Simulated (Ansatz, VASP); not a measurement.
One calculation of P, two programs

```
P
1.0
     4.27290    0.02136    0.00000
     0.02136    4.27290    0.00000
     0.00000    0.00000    4.37800
P
1
Direct
  0.00000 0.00000 0.00000
```

Change from the starting cell: strain +0.0100 x Voigt [0, 0, 0, 0, 0, 1], atoms carried along.

Alike in both runs: task single point; functional LDA; k mesh 12 × 12 × 12; occupations gaussian, width 0.15 eV; no spin polarisation.

```csv
,VASP,Ansatz
version,VASP 6.6.1,Ansatz 0.2.0
potentials or method,"VASP PAW LDA potentials, release 64 (P), cutoff 520 eV","scalar-relativistic, plane waves, PAW"
valence electrons in the cell,5,5
```

|  | VASP | Ansatz | Ansatz less VASP |
| --- | --- | --- | --- |
| gap on the k mesh at the Fermi level (eV) | none | none | - |
| pressure (GPa) | -4.1 | -4.1 | +0.01 |
| traceless stress, the component that is largest in VASP (GPa) | 0.28 | 0.28 | -0.001 |

LDA's correlation is that of Perdew and Zunger in VASP and of Perdew and Wang (1992) in Ansatz. A gap of «none» marks a metal or a gap that the smearing closes.
